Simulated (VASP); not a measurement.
# TePb (k07.b) (Fm-3m) in VASP: notebook

The runs below take TePb (k07.b) through single point, with PBE.

Program: VASP 6.6.1. These are calculated values, not measurements. Logs are shortened: lines on timing, memory, paths and dates and some standing lists are left out, and cuts for length are marked.

### Step 1. The cell of the first run

Symmetry: Fm-3m, No. 225, cubic system. The conventional cell has a = 6.503 Å, b = 6.503 Å, c = 6.503 Å, α = 90.00°, β = 90.00°, γ = 90.00°. Within 4.3 Å of Te (site symmetry m-3m) lie 6 Pb at 3.25 Å. Within 4.3 Å of Pb (site symmetry m-3m) lie 6 Te at 3.25 Å.

### Step 2. Single point, PBE (volume scaled by 0.97)

INCAR

```
PREC = Accurate ; ENCUT = 500
EDIFF = 1E-6 ; ISMEAR = 0
SIGMA = 0.02 ; LREAL = F
LASPH = T ; NELM = 120
ALGO = Normal ; ISIF = 2
LWAVE = F ; LCHARG = F
GGA = PE ; NBANDS = 17
GGA_COMPAT = F
```

KPOINTS

```
Automatic mesh
0
Gamma
  10 10 10
```

POSCAR

```
TePb
1.0
    0.0000000000      3.2514802636      3.2514802636
    3.2514802636      0.0000000000      3.2514802636
    3.2514802636      3.2514802636      0.0000000000
Te Pb
1 1
Direct
    0.5000000000      0.5000000000      0.5000000000
    0.0000000000      0.0000000000      0.0000000000
```

Potentials or basis: VASP PAW PBE potentials, release 64 (Te, Pb_d).

Launch:

```sh
cat potpaw_PBE.64/Te/POTCAR potpaw_PBE.64/Pb_d/POTCAR > POTCAR
mpirun -np 1 vasp_std > vasp.out
```

OUTCAR:

```text
PREC = Accurate
   ENCUT = 500
   EDIFF = 1E-6
   ISMEAR = 0
   LREAL = F
   LASPH = T
   NELM = 120
   ISIF = 2
   GGA = PE

 ion  position               nearest neighbor table
   1  0.500  0.500  0.500-   2 3.25   2 3.25   2 3.25   2 3.25   2 3.25   2 3.25
   2  0.000  0.000  0.000-   1 3.25   1 3.25   1 3.25   1 3.25   1 3.25   1 3.25

  LATTYP: Found a face centered cubic cell.
 ALAT       =     6.5029605272

  Lattice vectors:

 A1 = (   0.0000000000,   3.2514802636,   3.2514802636)
 A2 = (   3.2514802636,   0.0000000000,   3.2514802636)
 A3 = (   3.2514802636,   3.2514802636,   0.0000000000)

Analysis of symmetry for initial positions (statically):
=====================================================================
 Subroutine PRICEL returns:
 Original cell was already a primitive cell.

 Routine SETGRP: Setting up the symmetry group for a
 face centered cubic supercell.

 Subroutine GETGRP returns: Found 48 space group operations
 (whereof 48 operations were pure point group operations)
 out of a pool of 48 trial point group operations.

The static configuration has the point symmetry O_h .

Analysis of symmetry for dynamics (positions and initial velocities):
=====================================================================
 Subroutine PRICEL returns:
 Original cell was already a primitive cell.

 Routine SETGRP: Setting up the symmetry group for a
 face centered cubic supercell.

 Subroutine GETGRP returns: Found 48 space group operations
 (whereof 48 operations were pure point group operations)
 out of a pool of 48 trial point group operations.

The dynamic configuration has the point symmetry O_h .

 Subroutine INISYM returns: Found 48 space group operations
 (whereof 48 operations are pure point group operations),
 and found     1 'primitive' translations

----------------------------------------------------------------------------------------

                                     Primitive cell

  volume of cell :      68.7501

  direct lattice vectors                    reciprocal lattice vectors
     0.000000000  3.251480264  3.251480264    -0.153776114  0.153776114  0.153776114
     3.251480264  0.000000000  3.251480264     0.153776114 -0.153776114  0.153776114
     3.251480264  3.251480264  0.000000000     0.153776114  0.153776114 -0.153776114

  length of vectors
     4.598287487  4.598287487  4.598287487     0.266348043  0.266348043  0.266348043

  position of ions in fractional coordinates (direct lattice)
     0.500000000  0.500000000  0.500000000
     0.000000000  0.000000000  0.000000000

  ion indices of the primitive-cell ions
   primitive index   ion index
                 1           1
                 2           2

----------------------------------------------------------------------------------------

 KPOINTS: Automatic mesh

Automatic generation of k-mesh.
 Grid dimensions read from file:
 generate k-points for:   10   10   10

 Generating k-lattice:

  Cartesian coordinates                     Fractional coordinates (reciprocal lattice)
    -0.015377611  0.015377611  0.015377611     0.100000000  0.000000000  0.000000000
     0.015377611 -0.015377611  0.015377611     0.000000000  0.100000000  0.000000000
     0.015377611  0.015377611 -0.015377611     0.000000000  0.000000000  0.100000000

  Length of vectors
     0.026634804  0.026634804  0.026634804

  Shift w.r.t. Gamma in fractional coordinates (k-lattice)
     0.000000000  0.000000000  0.000000000

 Subroutine IBZKPT returns following result:
 ===========================================

 Found     47 irreducible k-points:

 Following reciprocal coordinates:
            Coordinates               Weight
  0.000000  0.000000  0.000000      1.000000
  0.100000  0.000000  0.000000      8.000000
  0.200000  0.000000  0.000000      8.000000
  0.300000  0.000000  0.000000      8.000000
  0.400000  0.000000  0.000000      8.000000
  0.500000  0.000000  0.000000      4.000000
[... 16 lines left out ...]
  0.300000  0.300000  0.000000      6.000000
  0.400000  0.300000  0.000000     24.000000
 [... further k-points ...]
   k-points           NKPTS =     47   k-points in BZ     NKDIM =     47   number of bands    NBANDS=     17
   number of dos      NEDOS =    301   number of ions     NIONS =      2
   total plane-waves  NPLWV =  46656
   dimension x,y,z NGX =    36 NGY =   36 NGZ =   36
   dimension x,y,z NGXF=    72 NGYF=   72 NGZF=   72
   ions per type =               1   1
   NGX,Y,Z   is equivalent  to a cutoff of  13.02, 13.02, 13.02 a.u.
   NGXF,Y,Z  is equivalent  to a cutoff of  26.03, 26.03, 26.03 a.u.
 SYSTEM =  unknown system
   PREC   = accura    normal or accurate (medium, high low for compatibility)
   ISTART =      0    job   : 0-new  1-cont  2-samecut
   ICHARG =      2    charge: 1-file 2-atom 10-const
   ISPIN  =      1    spin polarized calculation?
   LNONCOLLINEAR =      F non collinear calculations
   LSORBIT =      F    spin-orbit coupling
   LASPH  =      T    aspherical Exc in radial PAW
   ENCUT  =  500.0 eV  36.75 Ry    6.06 a.u.   8.38  8.38  8.38*2*pi/ulx,y,z
   NELM   =    120;   NELMIN=  2; NELMDL= -5     # of ELM steps
   EDIFF  = 0.1E-05   stopping-criterion for ELM
   LREAL  =      F    real-space projection
   EDIFFG = 0.1E-04   stopping-criterion for IOM
   NSW    =      0    number of steps for IOM
   IBRION =     -1    ionic relax: 0-MD 1-quasi-New 2-CG
   NFREE  =      0    steps in history (QN), initial steepest desc. (CG)
   ISIF   =      2    stress and relaxation
   ISYM   =      2    0-nonsym 1-usesym 2-fastsym
   POTIM  = 0.5000    time-step for ionic-motion
   TEBEG  =    0.0;   TEEND  =   0.0 temperature during run
   PSTRESS=    0.0 pullay stress
   NELECT =      20.0000    total number of electrons
   NUPDOWN=      -1.0000    fix difference up-down
   EMIN   =  10.00;   EMAX   =-10.00  energy-range for DOS
   EFERMI =   0.00;   METHOD = LEGACY
   ISMEAR =     0;   SIGMA  =   0.02  broadening in eV -4-tet -1-fermi 0-gaus
   EFERMI_NEDOS =   21; number of points for ismear=-14 and -15
   IALGO  =     38    algorithm
   IMIX   =      4    mixing-type and parameters
     AMIX     =   0.40;   BMIX     =  1.00
     AMIX_MAG =   1.60;   BMIX_MAG =  1.00
  volume/ion in A,a.u.               =      34.38       231.97
  Fermi-wavevector in a.u.,A,eV,Ry     =   1.084743  2.049868 16.009545  1.176668
  Thomas-Fermi vector in A             =   2.220841
   LORBIT       =      0    0 simple, 1 ext, 2 COOP (PROOUT), +10 PAW based schemes
   GGA     = PE    functional components
   LHFCALC =     F    Hartree Fock is set to
   AEXX    =    0.0000 exact exchange contribution
   IVDW    =     0    specifies the selected vdW correction
   LEPSILON=     F    determine dielectric tensor
   LRPA    =     F    only Hartree local field effects (RPA)
 non-spin polarized calculation
 Gauss-broadening in eV      SIGMA  =   0.02
  energy-cutoff  :      500.00
  volume of cell :       68.75
 maximum number of plane-waves:      1807
 NGX is ok and might be reduce to    36
   NGX = 17   NGY = 17   NGZ = 17

 number of electron      20.0000003 magnetization

 Free energy of the ion-electron system (eV)
  ---------------------------------------------------
  ext. energy  EPLUGINS =         0.00000000
  ---------------------------------------------------
  free energy    TOTEN  =        -7.51501585 eV

  energy without entropy =       -7.51501585  energy(sigma->0) =       -7.51501585

 E-fermi :   5.4926     XC(G=0):  -9.2150

 val. band max:        5.3786452038   @ k =   0.5000   0.0000   0.0000
 cond. band min:       6.1534344399   @ k =   0.5000   0.0000   0.0000
 fundamental gap:      0.7747892361
 Fermi energy:         5.4926062687

 k-point     1 :       0.0000    0.0000    0.0000
  band No.  band energies     occupation
      1     -11.3088      2.00000
      2     -11.3088      2.00000
      3     -11.3011      2.00000
      4     -11.3011      2.00000
      5     -11.3011      2.00000
      6      -6.4812      2.00000
[... 9 lines left out ...]
     16      11.2216      0.00000
     17      12.8163      0.00000

 k-point     2 :       0.1000    0.0000    0.0000
  band No.  band energies     occupation
      1     -11.3098      2.00000
      2     -11.3098      2.00000
      3     -11.3008      2.00000
      4     -11.2997      2.00000
      5     -11.2997      2.00000
      6      -6.3976      2.00000
[... 9 lines left out ...]
     16      11.4098      0.00000
     17      13.5008      0.00000

 k-point     3 :       0.2000    0.0000    0.0000
  band No.  band energies     occupation
      1     -11.3130      2.00000
      2     -11.3130      2.00000
      3     -11.3001      2.00000
      4     -11.2959      2.00000
      5     -11.2959      2.00000
      6      -6.1528      2.00000
[... 9 lines left out ...]
     16      11.9273      0.00000
     17      14.8496      0.00000

 k-point     4 :       0.3000    0.0000    0.0000
  band No.  band energies     occupation
      1     -11.3174      2.00000
      2     -11.3174      2.00000
      3     -11.2994      2.00000
      4     -11.2907      2.00000
      5     -11.2907      2.00000
      6      -5.7723      2.00000
[... 9 lines left out ...]
     16      12.7357      0.00000
     17      16.1930      0.00000
[... 343 lines left out ...]
      1     -11.3188      2.00000
      2     -11.3185      2.00000
      3     -11.2980      2.00000
      4     -11.2924      2.00000
      5     -11.2893      2.00000
      6      -5.6500      2.00000
[... 9 lines left out ...]
     16      14.0264      0.00000
     17      14.5349      0.00000

 k-point    23 :       0.3000    0.3000    0.0000
  band No.  band energies     occupation
      1     -11.3411      2.00000
      2     -11.3069      2.00000
      3     -11.3020      2.00000
      4     -11.2857      2.00000
      5     -11.2857      2.00000
      6      -5.5662      2.00000
[... 9 lines left out ...]
     16      14.2850      0.00000
     17      14.6677      0.00000

 k-point    24 :       0.4000    0.3000    0.0000
  band No.  band energies     occupation
      1     -11.3481      2.00000
      2     -11.3068      2.00000
      3     -11.3025      2.00000
      4     -11.2831      2.00000
      5     -11.2821      2.00000
      6      -5.2702      2.00000
[... 9 lines left out ...]
     16      15.0118      0.00000
     17      15.5295      0.00000

 [... further k-points ...]

------------------------ aborting loop because EDIFF is reached ----------------------------------------

  FORCE on cell =-STRESS in cart. coord.  units (eV):
  Direction    XX          YY          ZZ          XY          YZ          ZX
  --------------------------------------------------------------------------------------
  -------------------------------------------------------------------------------------
  Total        0.5149088      0.5149088      0.5149088      0.0000000      0.0000000     -0.0000000
  in kB       11.9996208     11.9996208     11.9996208      0.0000000      0.0000000     -0.0000000
  external PRESSURE =      11.9996208 kB  Pullay stress =       0.0000000 kB

 VOLUME and BASIS-vectors are now :
 -----------------------------------------------------------------------------
  energy-cutoff  :      500.00
  volume of cell :       68.75
      direct lattice vectors                 reciprocal lattice vectors
     0.000000000  3.251480264  3.251480264    -0.153776114  0.153776114  0.153776114
     3.251480264  0.000000000  3.251480264     0.153776114 -0.153776114  0.153776114
     3.251480264  3.251480264  0.000000000     0.153776114  0.153776114 -0.153776114

 POSITION                                       TOTAL-FORCE (eV/Angst)
 -----------------------------------------------------------------------------------
      3.25148      3.25148      3.25148         0.000000      0.000000      0.000000
      0.00000      0.00000      0.00000         0.000000     -0.000000      0.000000
 -----------------------------------------------------------------------------------
    total drift:                               -0.000000      0.000000      0.000000

  FREE ENERGIE OF THE ION-ELECTRON SYSTEM (eV)
  ---------------------------------------------------
  free  energy   TOTEN  =        -7.5150158468 eV

  energy  without entropy=       -7.5150158468  energy(sigma->0) =       -7.51501585
```

It took 55 s on 1 thread of AMD EPYC 7R43 (Zen 3), shared host; peak memory 0.2 GiB.

What came out:

```yaml
Free_energy: -7.5150 eV
Pressure: 1.2 GPa
Band_gap_on_the_k_mesh: 0.77 eV, direct
```

Levels at points of the mesh, in eV from the valence-band top:
| k point | band 6 | band 7 | band 8 | band 9 | band 10 | band 11 | band 12 | band 13 | band 14 | band 15 |
| --- | --- | --- | --- | --- | --- | --- | --- | --- | --- | --- |
| (0.00, 0.00, 0.00) | -11.86 | -5.64 | -1.27 | -1.27 | -1.27 | 4.06 | 4.06 | 4.06 | 5.84 | 5.84 |
| (0.50, 0.00, 0.00) | -10.47 | -8.48 | -0.83 | -0.83 | 0.00 | 0.77 | 1.32 | 1.32 | 8.37 | 9.20 |
| (0.50, 0.50, 0.00) | -10.25 | -7.26 | -4.35 | -2.69 | -2.69 | 3.38 | 5.41 | 5.41 | 6.60 | 10.06 |

Caveat: spin-orbit coupling is left out, which moves the levels of the heavy elements. A k mesh can miss the band edges.

[end of part 1 of 2]
